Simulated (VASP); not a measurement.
# TaN in VASP: notebook, part 2 of 3

VASP 6.6.1. The steps go on from the part before.

## Step 4: Relaxation of cell and atoms, r2SCAN

This run uses another cell than the first one: it holds 2 atoms, not 4.

POSCAR

```
TaN
1.0
    0.0000000000      2.1989133438      2.1989133438
    2.1989133438      0.0000000000      2.1989133438
    2.1989133438      2.1989133438      0.0000000000
Ta N
1 1
Direct
    0.5000000000      0.5000000000      0.5000000000
    0.0000000000      0.0000000000      0.0000000000
```

INCAR.step1

```
PREC = Accurate ; ENCUT = 600
ISMEAR = 0 ; SIGMA = 0.1
LREAL = False ; LASPH = True
NELM = 80 ; GGA = PE
ALGO = Normal ; EDIFF = 1E-4
LWAVE = True ; LCHARG = False
```

INCAR.step2

```
PREC = Accurate ; ENCUT = 600
EDIFF = 1E-6 ; ISMEAR = 0
SIGMA = 0.1 ; LREAL = False
LASPH = True ; NELM = 80
ALGO = Normal ; ISIF = 3
LWAVE = False ; LCHARG = False
METAGGA = R2SCAN ; LMIXTAU = True
IBRION = 2 ; NSW = 100
EDIFFG = -0.005 ; ISTART = 1
```

KPOINTS

```
Automatic mesh
0
Gamma
  16 16 16
```

Potentials or basis: VASP PAW PBE potentials, release 64 (Ta_pv, N).

Command:

```sh
$ cat potpaw_PBE.64/Ta_pv/POTCAR potpaw_PBE.64/N/POTCAR > POTCAR
$ cp INCAR.step1 INCAR
$ mpirun -np 1 vasp_std > vasp.out
$ cp INCAR.step2 INCAR
$ mpirun -np 1 vasp_std > vasp.out
```

OUTCAR:

```text
PREC = Accurate
   ENCUT = 600
   EDIFF = 1E-6
   ISMEAR = 0
   LREAL = False
   LASPH = True
   NELM = 80
   ISIF = 3
   METAGGA = R2SCAN
   IBRION = 2
   NSW = 100
   EDIFFG = -0.005
   ISTART = 1

 ion  position               nearest neighbor table
   1  0.500  0.500  0.500-   2 2.20   2 2.20   2 2.20   2 2.20   2 2.20   2 2.20
   2  0.000  0.000  0.000-   1 2.20   1 2.20   1 2.20   1 2.20   1 2.20   1 2.20

  LATTYP: Found a face centered cubic cell.
 ALAT       =     4.3978266876

  Lattice vectors:

 A1 = (   0.0000000000,   2.1989133438,   2.1989133438)
 A2 = (   2.1989133438,   0.0000000000,   2.1989133438)
 A3 = (   2.1989133438,   2.1989133438,   0.0000000000)

Analysis of symmetry for initial positions (statically):
=====================================================================
 Subroutine PRICEL returns:
 Original cell was already a primitive cell.

 Routine SETGRP: Setting up the symmetry group for a
 face centered cubic supercell.

 Subroutine GETGRP returns: Found 48 space group operations
 (whereof 48 operations were pure point group operations)
 out of a pool of 48 trial point group operations.

The static configuration has the point symmetry O_h .

Analysis of symmetry for dynamics (positions and initial velocities):
=====================================================================
 Subroutine PRICEL returns:
 Original cell was already a primitive cell.

 Routine SETGRP: Setting up the symmetry group for a
 face centered cubic supercell.

 Subroutine GETGRP returns: Found 48 space group operations
 (whereof 48 operations were pure point group operations)
 out of a pool of 48 trial point group operations.

The dynamic configuration has the point symmetry O_h .

 Subroutine INISYM returns: Found 48 space group operations
 (whereof 48 operations are pure point group operations),
 and found     1 'primitive' translations

----------------------------------------------------------------------------------------

                                     Primitive cell

  volume of cell :      21.2645

  direct lattice vectors                    reciprocal lattice vectors
     0.000000000  2.198913344  2.198913344    -0.227385041  0.227385041  0.227385041
     2.198913344  0.000000000  2.198913344     0.227385041 -0.227385041  0.227385041
     2.198913344  2.198913344  0.000000000     0.227385041  0.227385041 -0.227385041

  length of vectors
     3.109733073  3.109733073  3.109733073     0.393842443  0.393842443  0.393842443

  position of ions in fractional coordinates (direct lattice)
     0.500000000  0.500000000  0.500000000
     0.000000000  0.000000000  0.000000000

  ion indices of the primitive-cell ions
   primitive index   ion index
                 1           1
                 2           2

----------------------------------------------------------------------------------------

 KPOINTS: Automatic mesh

Automatic generation of k-mesh.
 Grid dimensions read from file:
 generate k-points for:   16   16   16

 Generating k-lattice:

  Cartesian coordinates                     Fractional coordinates (reciprocal lattice)
    -0.014211565  0.014211565  0.014211565     0.062500000  0.000000000  0.000000000
     0.014211565 -0.014211565  0.014211565     0.000000000  0.062500000  0.000000000
[... 52 lines left out ...]
   ISPIN  =      1    spin polarized calculation?
   LNONCOLLINEAR =      F non collinear calculations
   LSORBIT =      F    spin-orbit coupling
   LASPH  =      T    aspherical Exc in radial PAW
   ENCUT  =  600.0 eV  44.10 Ry    6.64 a.u.   6.21  6.21  6.21*2*pi/ulx,y,z
   NELM   =     80;   NELMIN=  2; NELMDL=  0     # of ELM steps
   EDIFF  = 0.1E-05   stopping-criterion for ELM
   LREAL  =      F    real-space projection
   EDIFFG = -.5E-02   stopping-criterion for IOM
   NSW    =    100    number of steps for IOM
   IBRION =      2    ionic relax: 0-MD 1-quasi-New 2-CG
   NFREE  =      1    steps in history (QN), initial steepest desc. (CG)
   ISIF   =      3    stress and relaxation
   ISYM   =      2    0-nonsym 1-usesym 2-fastsym
   POTIM  = 0.5000    time-step for ionic-motion
   TEBEG  =    0.0;   TEEND  =   0.0 temperature during run
   PSTRESS=    0.0 pullay stress
   NELECT =      16.0000    total number of electrons
   NUPDOWN=      -1.0000    fix difference up-down
   EMIN   =  10.00;   EMAX   =-10.00  energy-range for DOS
   EFERMI =   0.00;   METHOD = LEGACY
   ISMEAR =     0;   SIGMA  =   0.10  broadening in eV -4-tet -1-fermi 0-gaus
   EFERMI_NEDOS =   21; number of points for ismear=-14 and -15
   IALGO  =     38    algorithm
   IMIX   =      4    mixing-type and parameters
     AMIX     =   0.40;   BMIX     =  1.00
     AMIX_MAG =   1.60;   BMIX_MAG =  1.00
  volume/ion in A,a.u.               =      10.63        71.75
  Fermi-wavevector in a.u.,A,eV,Ry     =   1.489007  2.813815 30.166042  2.217142
  Thomas-Fermi vector in A             =   2.601970
   LORBIT       =      0    0 simple, 1 ext, 2 COOP (PROOUT), +10 PAW based schemes
   METAGGA = R2SCAN    functional components
   LHFCALC =     F    Hartree Fock is set to
   AEXX    =    0.0000 exact exchange contribution
   IVDW    =     0    specifies the selected vdW correction
   LEPSILON=     F    determine dielectric tensor
   LRPA    =     F    only Hartree local field effects (RPA)
 conjugate gradient relaxation of ions
 non-spin polarized calculation
 Gauss-broadening in eV      SIGMA  =   0.10
  energy-cutoff  :      600.00
  volume of cell :       21.26
 maximum number of plane-waves:       725
 NGX is ok and might be reduce to    28

--------------------------------------- Ionic step        1  -------------------------------------------

 number of electron      15.9999999 magnetization

 Free energy of the ion-electron system (eV)
  ---------------------------------------------------
  ext. energy  EPLUGINS =         0.00000000
  ---------------------------------------------------
  free energy    TOTEN  =       -59.62538244 eV

  energy without entropy =      -59.61987705  energy(sigma->0) =      -59.62262974

------------------------ aborting loop because EDIFF is reached ----------------------------------------

  FORCE on cell =-STRESS in cart. coord.  units (eV):
  Direction    XX          YY          ZZ          XY          YZ          ZX
  --------------------------------------------------------------------------------------
  -------------------------------------------------------------------------------------
  Total        0.2201440      0.2201440      0.2201440      0.0000000     -0.0000000      0.0000000
  in kB       16.5868198     16.5868198     16.5868198      0.0000000     -0.0000000      0.0000000
  external PRESSURE =      16.5868198 kB  Pullay stress =       0.0000000 kB
[... 59 lines left out ...]
--------------------------------------- Ionic step        3  -------------------------------------------

 number of electron      15.9999999 magnetization

 Free energy of the ion-electron system (eV)
  ---------------------------------------------------
  ext. energy  EPLUGINS =         0.00000000
  ---------------------------------------------------
  free energy    TOTEN  =       -59.62588310 eV

  energy without entropy =      -59.62035223  energy(sigma->0) =      -59.62311766

 E-fermi :   9.5546     XC(G=0): -14.4249

 val. band max:        9.5423439415   @ k =  -0.3125   0.3750   0.1875
 cond. band min:       9.5558938806   @ k =  -0.3125   0.3125   0.1250
 fundamental gap:      0.0135499391
 Fermi energy:         9.5545670105

 k-point     1 :       0.0000    0.0000    0.0000
  band No.  band energies     occupation
      1     -27.5984      2.00000
      2     -27.5984      2.00000
      3     -27.5984      2.00000
      4     -10.4170      2.00000
      5       5.4265      2.00000
      6       5.4265      2.00000
      7       5.4265      2.00000
      8       7.4057      2.00000
      9       7.4057      2.00000
     10       7.4057      2.00000
     11       9.6912      0.05329
     12       9.6912      0.05329
[... 331 lines left out ...]
 k-point    24 :      -0.0625    0.0625    0.0000
  band No.  band energies     occupation
      1     -27.6832      2.00000
      2     -27.6205      2.00000
      3     -27.6003      2.00000
      4     -10.1686      2.00000
      5       4.2109      2.00000
      6       4.5427      2.00000
      7       4.8980      2.00000
      8       7.5841      2.00000
      9       7.7825      2.00000
     10       8.1180      2.00000
     11      10.1168      0.00000
     12      10.9797      0.00000

 [... further k-points ...]

------------------------ aborting loop because EDIFF is reached ----------------------------------------

  FORCE on cell =-STRESS in cart. coord.  units (eV):
  Direction    XX          YY          ZZ          XY          YZ          ZX
  --------------------------------------------------------------------------------------
  -------------------------------------------------------------------------------------
  Total        0.0009268      0.0009268      0.0009268      0.0000000     -0.0000000      0.0000000
  in kB        0.0695050      0.0695050      0.0695050      0.0000000     -0.0000000      0.0000000
  external PRESSURE =       0.0695050 kB  Pullay stress =       0.0000000 kB
[... 17 lines left out ...]
  FREE ENERGIE OF THE ION-ELECTRON SYSTEM (eV)
  ---------------------------------------------------
  free  energy   TOTEN  =       -59.6258830955 eV

  energy  without entropy=      -59.6203522265  energy(sigma->0) =      -59.62311766

 reached required accuracy - stopping structural energy minimisation
```

OUTCAR.step1:

```text
PREC = Accurate
   ENCUT = 600
   ISMEAR = 0
   LREAL = False
   LASPH = True
[... 582 lines left out ...]
      2.19891      2.19891      2.19891         0.000000      0.000000     -0.000000
      0.00000      0.00000      0.00000        -0.000000     -0.000000      0.000000
 -----------------------------------------------------------------------------------
    total drift:                                0.000000      0.000000      0.000000

  FREE ENERGIE OF THE ION-ELECTRON SYSTEM (eV)
  ---------------------------------------------------
  free  energy   TOTEN  =       -21.8230474490 eV

  energy  without entropy=      -21.8173486920  energy(sigma->0) =      -21.82019807
```

Run time: 14 min. Hardware: 1 thread of Intel Xeon 8259CL, shared host; peak memory 0.22 GiB.

What came out:

```yaml
Free_energy: -59.6259 eV
Relaxed_volume: 10.68 Å³/atom
Relaxed_cell: a = 3.115 Å, b = 3.115 Å, c = 3.115 Å, α = 60.00°, β = 60.00°, γ = 60.00°
Space_group_after_relaxing_to_0.1_Å: Fm-3m (No. 225)
Energy_gained_by_relaxing: 0.3 meV/atom
Ionic_steps: 3
Pressure_after_relaxing: 0.0 GPa
Band_gap_on_the_k_mesh: zero (bands 8 and 9 overlap by 4.06 eV)
```

The path:
```csv
step,energy change (eV),largest force (eV/Å),pressure (GPa),volume (Å³)
1,0.0000,0.0000,1.66,21.26
2,0.0024,0.0000,-3.84,21.61
3,-0.0005,0.0000,0.01,21.36
```

Final structure:
```xyz
2
Lattice="0.0000 2.2023 2.2023 2.2023 0.0000 2.2023 2.2023 2.2023 0.0000" Properties=species:S:1:pos:R:3 pbc="T T T"
Ta    2.2023    2.2023    2.2023
N     0.0000    0.0000    0.0000
```

Caveat: the PAW data sets were made with another functional, which shifts forces and pressure a little; spin-orbit coupling is left out, which moves the levels of the heavy elements. Zero-point motion and thermal expansion aren't in these numbers.

(Continued in part 3 of 3.)
